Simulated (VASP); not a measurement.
A run of VASP 6.6.1 is set up as follows.

The input INCAR:

```
SYSTEM = BaZrO3
ALGO = Normal
EDIFF = 1E-6
EDIFFG = -0.008
ENCUT = 600
GGA = PS
IBRION = 2
ISIF = 3
ISMEAR = 0
LASPH = .TRUE.
LCHARG = .FALSE.
LREAL = .FALSE.
LWAVE = .FALSE.
NELM = 80
NSW = 70
PREC = Accurate
PSTRESS = 400.0
SIGMA = 0.02
```

Contents of KPOINTS:

```
k-points
0
G
  6 6 6
  0 0 0
```

Contents of POSCAR:

```
BaZrO3
1.0
    3.9451442506      0.0000000000      0.0000000000
    0.0000000000      3.9451442506      0.0000000000
    0.0000000000      0.0000000000      3.9451442506
Ba Zr O
1 1 3
Direct
    0.0000000000      0.0000000000      0.0000000000
    0.5000000000      0.5000000000      0.5000000000
    0.5000000000      0.0000000000      0.5000000000
    0.5000000000      0.5000000000      0.0000000000
    0.0000000000      0.5000000000      0.5000000000
```

Potentials or basis: VASP PAW PBE potentials, release 64 (Ba_sv, Zr_sv, O).

Command:

```bash
$ cat potpaw_PBE.64/Ba_sv/POTCAR potpaw_PBE.64/Zr_sv/POTCAR potpaw_PBE.64/O/POTCAR > POTCAR
$ mpirun -np 1 vasp_std > vasp.out
```

Estimate the space group after relaxing (to 0.05 Å).

Pm-3m (No. 221).

Predict the relaxed cell.

a = 3.960 Å, b = 3.960 Å, c = 3.960 Å, α = 90.00°, β = 90.00°, γ = 90.00°.

Predict the band gap on the k mesh.

3.31 eV, direct.

Final structure:
```cif
data_structure
_symmetry_space_group_name_H-M 'P 1'
_symmetry_Int_Tables_number 1
_cell_length_a 3.9603
_cell_length_b 3.9603
_cell_length_c 3.9603
_cell_angle_alpha 90.000
_cell_angle_beta 90.000
_cell_angle_gamma 90.000
_cell_volume 62.12
loop_
_atom_site_label
_atom_site_type_symbol
_atom_site_fract_x
_atom_site_fract_y
_atom_site_fract_z
_atom_site_occupancy
Ba1 Ba 0.00000 0.00000 0.00000 1
Zr1 Zr 0.50000 0.50000 0.50000 1
O1 O 0.50000 0.00000 0.50000 1
O2 O 0.50000 0.50000 0.00000 1
O3 O 0.00000 0.50000 0.50000 1
```

Caveat: the cell is relaxed towards a set pressure, so the enthalpy falls and the energy may rise; spin-orbit coupling is left out, which moves the levels of the heavy elements. A k mesh can miss the band edges.
